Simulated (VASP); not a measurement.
# Ge (P6_3/mmc) in VASP: a series of runs, part 2 of 2

VASP 6.6.1. Earlier steps stand in the parts before.

## (4) Single point, PBE (23.87 Å³/atom, c/a of the conventional cell at fixed volume 3.5425)

The input, INCAR:

```
SYSTEM = Ge
PREC = Accurate ; ENCUT = 520
EDIFF = 1E-6 ; ISMEAR = 0
SIGMA = 0.15 ; LREAL = .FALSE.
LASPH = .TRUE. ; NELM = 100
ALGO = Fast ; ISIF = 2
LWAVE = .FALSE. ; LCHARG = .FALSE.
GGA = PE ; NBANDS = 66
```

The input, KPOINTS:

```
regular mesh
0
G
  15 15 4
  0 0 0
```

The input, POSCAR:

```
Ge
1.0
    3.9628845326      0.0000000000      0.0000000000
   -1.9814422663      3.4319586775      0.0000000000
    0.0000000000      0.0000000000     14.0385184568
Ge
8
Direct
    0.0000000000      0.0000000000      0.4067747625
    0.0000000000      0.0000000000      0.5932252375
    0.0000000000      0.0000000000      0.9067747625
    0.0000000000      0.0000000000      0.0932252375
    0.3333333333      0.6666666667      0.3442031336
    0.6666666667      0.3333333333      0.6557968664
    0.6666666667      0.3333333333      0.8442031336
    0.3333333333      0.6666666667      0.1557968664
```

Potentials or basis: VASP PAW PBE potentials, release 64 (Ge_d).

The run is started by

```bash
cat potpaw_PBE.64/Ge_d/POTCAR > POTCAR
mpirun -np 1 vasp_std > vasp.out
```

OUTCAR:

```text
SYSTEM = Ge
   PREC = Accurate
   ENCUT = 520
   EDIFF = 1E-6
   ISMEAR = 0
   LREAL = .FALSE.
   LASPH = .TRUE.
   NELM = 100
   ISIF = 2
   GGA = PE

 ion  position               nearest neighbor table
   1  0.000  0.000  0.407-   5 2.45   5 2.45   5 2.45   2 2.62
   2  0.000  0.000  0.593-   6 2.45   6 2.45   6 2.45   1 2.62
   3  0.000  0.000  0.907-   7 2.45   7 2.45   7 2.45   4 2.62
   4  0.000  0.000  0.093-   8 2.45   8 2.45   8 2.45   3 2.62
   5  0.333  0.667  0.344-   1 2.45   1 2.45   1 2.45   8 2.64
   6  0.667  0.333  0.656-   2 2.45   2 2.45   2 2.45   7 2.64
   7  0.667  0.333  0.844-   3 2.45   3 2.45   3 2.45   6 2.64
   8  0.333  0.667  0.156-   4 2.45   4 2.45   4 2.45   5 2.64

  LATTYP: Found a hexagonal cell.
 ALAT       =     3.9628845326
 C/A-ratio  =     3.5425000000

  Lattice vectors:

 A1 = (   3.9628845326,   0.0000000000,   0.0000000000)
 A2 = (  -1.9814422663,   3.4319586775,   0.0000000000)
 A3 = (   0.0000000000,   0.0000000000,  14.0385184568)

Analysis of symmetry for initial positions (statically):
=====================================================================
 Subroutine PRICEL returns:
 Original cell was already a primitive cell.

 Routine SETGRP: Setting up the symmetry group for a
 hexagonal supercell.

 Subroutine GETGRP returns: Found 24 space group operations
 (whereof 12 operations were pure point group operations)
 out of a pool of 24 trial point group operations.

The static configuration has the point symmetry D_3d.
 The point group associated with its full space group is D_6h.

Analysis of symmetry for dynamics (positions and initial velocities):
=====================================================================
 Subroutine PRICEL returns:
 Original cell was already a primitive cell.

 Routine SETGRP: Setting up the symmetry group for a
 hexagonal supercell.

 Subroutine GETGRP returns: Found 24 space group operations
[... 136 lines left out ...]
     AMIX_MAG =   1.60;   BMIX_MAG =  1.00
  volume/ion in A,a.u.               =      23.87       161.06
  Fermi-wavevector in a.u.,A,eV,Ry     =   1.370427  2.589732 25.552698  1.878070
  Thomas-Fermi vector in A             =   2.496214
   LORBIT       =      0    0 simple, 1 ext, 2 COOP (PROOUT), +10 PAW based schemes
   GGA     = PE    functional components
   LHFCALC =     F    Hartree Fock is set to
   AEXX    =    0.0000 exact exchange contribution
   IVDW    =     0    specifies the selected vdW correction
   LEPSILON=     F    determine dielectric tensor
   LRPA    =     F    only Hartree local field effects (RPA)
 non-spin polarized calculation
 RMM-DIIS sequential band-by-band and
 Gauss-broadening in eV      SIGMA  =   0.15
  energy-cutoff  :      520.00
  volume of cell :      190.93
 maximum number of plane-waves:      5200
 NGX is ok and might be reduce to    30

 number of electron     112.0000092 magnetization

 Free energy of the ion-electron system (eV)
  ---------------------------------------------------
  ext. energy  EPLUGINS =         0.00000000
  ---------------------------------------------------
  free energy    TOTEN  =       -35.75488964 eV

  energy without entropy =      -35.75147679  energy(sigma->0) =      -35.75318322

 E-fermi :   4.5406     XC(G=0):  -9.6779

 val. band max:        4.5321764972   @ k =   0.0000   0.0000   0.2500
 cond. band min:       4.5954307735   @ k =   0.0000   0.0000   0.0000
 fundamental gap:      0.0632542763
 Fermi energy:         4.5405519230

 k-point     1 :       0.0000    0.0000    0.0000
  band No.  band energies     occupation
      1     -20.3131      2.00000
      2     -20.3131      2.00000
      3     -20.3059      2.00000
      4     -20.3059      2.00000
      5     -20.3039      2.00000
      6     -20.3039      2.00000
[... 1645 lines left out ...]
     65       8.6082      0.00000
     66       9.7413      0.00000

 [... further k-points ...]
[... 5 lines left out ...]
  --------------------------------------------------------------------------------------
  -------------------------------------------------------------------------------------
  Total        4.7825770      4.7825770     -7.6070906      0.0000000     -0.0000000      0.0000000
  in kB       40.1326475     40.1326475    -63.8343476      0.0000000     -0.0000000      0.0000000
  external PRESSURE =       5.4769825 kB  Pullay stress =       0.0000000 kB

 VOLUME and BASIS-vectors are now :
 -----------------------------------------------------------------------------
  energy-cutoff  :      520.00
  volume of cell :      190.93
      direct lattice vectors                 reciprocal lattice vectors
     3.962884533  0.000000000  0.000000000     0.252341443  0.145689400  0.000000000
    -1.981442266  3.431958677  0.000000000     0.000000000  0.291378800  0.000000000
     0.000000000  0.000000000 14.038518457     0.000000000  0.000000000  0.071232588

 POSITION                                       TOTAL-FORCE (eV/Angst)
 -----------------------------------------------------------------------------------
      0.00000      0.00000      5.71052         0.000000      0.000000      0.496452
      0.00000      0.00000      8.32800         0.000000     -0.000000     -0.496452
      0.00000      0.00000     12.72977         0.000000     -0.000000      0.496452
      0.00000      0.00000      1.30874         0.000000      0.000000     -0.496452
     -0.00000      2.28797      4.83210         0.000000     -0.000000     -0.476114
      1.98144      1.14399      9.20642        -0.000000      0.000000      0.476114
      1.98144      1.14399     11.85136        -0.000000     -0.000000     -0.476114
     -0.00000      2.28797      2.18716        -0.000000      0.000000      0.476114
 -----------------------------------------------------------------------------------
    total drift:                               -0.000000      0.000000     -0.000000

  FREE ENERGIE OF THE ION-ELECTRON SYSTEM (eV)
  ---------------------------------------------------
  free  energy   TOTEN  =       -35.7548896420 eV

  energy  without entropy=      -35.7514767910  energy(sigma->0) =      -35.75318322
```

Wall time 29 min (1 thread of Oxide Virtual Turin-like, shared host); peak memory 0.72 GiB.

Results:

```yaml
Free_energy: -35.7549 eV
Pressure: 0.5 GPa
Largest_force: 0.496 eV/Å
Band_gap_on_the_k_mesh: zero (bands 56 and 57 overlap by 0.12 eV)
```

Forces in eV/Å, atoms in the order of the input:
```
Ge   0.000  0.000  0.496
Ge   0.000  0.000 -0.496
Ge   0.000  0.000  0.496
Ge   0.000  0.000 -0.496
Ge   0.000  0.000 -0.476
Ge   0.000  0.000  0.476
Ge   0.000  0.000 -0.476
Ge   0.000  0.000  0.476
```

Caveat: the cell differs from its parent crystal (c/a of the conventional cell at fixed volume 3.5425); the stress differs along the axes, from -6 to 4 GPa; semilocal functionals underestimate gaps, and a narrow one can read as zero.

## (5) Single point, PBE

This run uses another cell than the first one, of the same volume but with other edges.

The input, INCAR:

```
PREC = Accurate
ENCUT = 520
EDIFF = 1E-7
ISMEAR = 0
SIGMA = 0.15
LREAL = False
LASPH = True
NELM = 60
ALGO = Fast
ISIF = 2
LWAVE = False
LCHARG = True
GGA = PE
LELF = True
LVHAR = True
NBANDS = 66
```

The input, KPOINTS:

```
regular mesh
0
Gamma
  15 15 4
```

The input, POSCAR:

```
Ge
1.0
    4.1215611567      0.0000000000      0.0000000000
   -2.0607805784      3.5693766649      0.0000000000
    0.0000000000      0.0000000000     12.9783839263
Ge
8
Direct
    0.0000000000      0.0000000000      0.3983391607
    0.0000000000      0.0000000000      0.6016608393
    0.0000000000      0.0000000000      0.8983391607
    0.0000000000      0.0000000000      0.1016608393
    0.3333333333      0.6666666667      0.3442031336
    0.6666666667      0.3333333333      0.6557968664
    0.6666666667      0.3333333333      0.8442031336
    0.3333333333      0.6666666667      0.1557968664
```

The run is started by

```bash
cat potpaw_PBE.64/Ge_d/POTCAR > POTCAR
mpirun -np 1 vasp_std > vasp.out
```

It took 28 min on 1 thread of Oxide Virtual Turin-like, shared host; peak memory 0.72 GiB.

It converged, with:

```
Free energy            : -35.7465 eV
Pressure               : 0.3 GPa
Largest force          : 1.257 eV/Å
Band gap on the k mesh : zero (bands 56 and 57 overlap by 0.59 eV)
```

Forces on the atoms (eV/Å):
```
Ge   0.000  0.000  1.257
Ge   0.000  0.000 -1.257
Ge   0.000  0.000  1.257
Ge   0.000  0.000 -1.257
Ge   0.000  0.000  0.119
Ge   0.000  0.000 -0.119
Ge   0.000  0.000  0.119
Ge   0.000  0.000 -0.119
```

Stress tensor (GPa, compression positive):
```
-0.41  0.00  0.00
 0.00 -0.41  0.00
 0.00  0.00  1.80
```

Levels at points of the mesh, in eV from the Fermi level:
| k point | band 53 | band 54 | band 55 | band 56 | band 57 | band 58 | band 59 | band 60 |
| --- | --- | --- | --- | --- | --- | --- | --- | --- |
| (0.00, 0.00, 0.00) | -0.81 | -0.78 | -0.38 | -0.22 | -0.14 | -0.14 | 0.32 | 0.60 |
| (0.00, 0.00, 0.50) | -0.53 | -0.53 | -0.43 | -0.43 | -0.43 | -0.43 | 0.78 | 0.78 |

Caveat: the cell differs from its parent crystal (atoms shifted along a free coordinate, c/a of the conventional cell at fixed volume 3.1489); semilocal functionals underestimate gaps, and a narrow one can read as zero; forces of over 1 eV/Å act on the atoms, so gaps and moduli don't describe the material at rest.

## (6) The runs side by side

| cell | further INCAR settings | gap on the mesh (eV) | pressure (GPa) | largest force (eV/Å) |
| --- | --- | --- | --- | --- |
| a = 3.963, b = 3.963, c = 14.039 Å, angles 90.0, 90.0, 120.0°, 8 atoms, atomic positions A | ALGO = Fast; EDIFF = 1e-06; NBANDS = 66 | none | 2.6 | 1.75 |
| a = 4.151, b = 4.151, c = 12.798 Å, angles 90.0, 90.0, 120.0°, 8 atoms, atomic positions B | ALGO = Fast; EDIFF = 1e-07; NBANDS = 66 | none | 0.2 | 0.55 |
| a = 3.963, b = 3.963, c = 14.039 Å, angles 90.0, 90.0, 120.0°, 8 atoms, atomic positions C | ALGO = Fast; EDIFF = 1e-06; NBANDS = 66 | none | 0.5 | 0.50 |
| a = 4.122, b = 4.122, c = 12.978 Å, angles 90.0, 90.0, 120.0°, 8 atoms, atomic positions D | ALGO = Fast; EDIFF = 1e-07; NBANDS = 66 | none | 0.3 | 1.26 |

Alike in all rows: task single point; level PBE; potentials or basis VASP PAW PBE potentials, release 64 (Ge_d); no spin polarisation; k mesh 15 × 15 × 4; cutoff (eV) 520; smearing gaussian 0.15 eV.

Caveats: semilocal functionals underestimate gaps, and a narrow one can read as zero; forces of over 1 eV/Å act on the atoms, so gaps and moduli don't describe the material at rest (at least some runs); the stress differs along the axes, from -5 to 7 GPa (at least some runs); the stress differs along the axes, from -3 to 6 GPa (at least some runs); the stress differs along the axes, from -6 to 4 GPa (at least some runs).

Total energies depend on the potentials used, so only differences within one code and one set of settings carry meaning.

The gap in the log of VASP goes by the Fermi energy; the results here count the filled bands.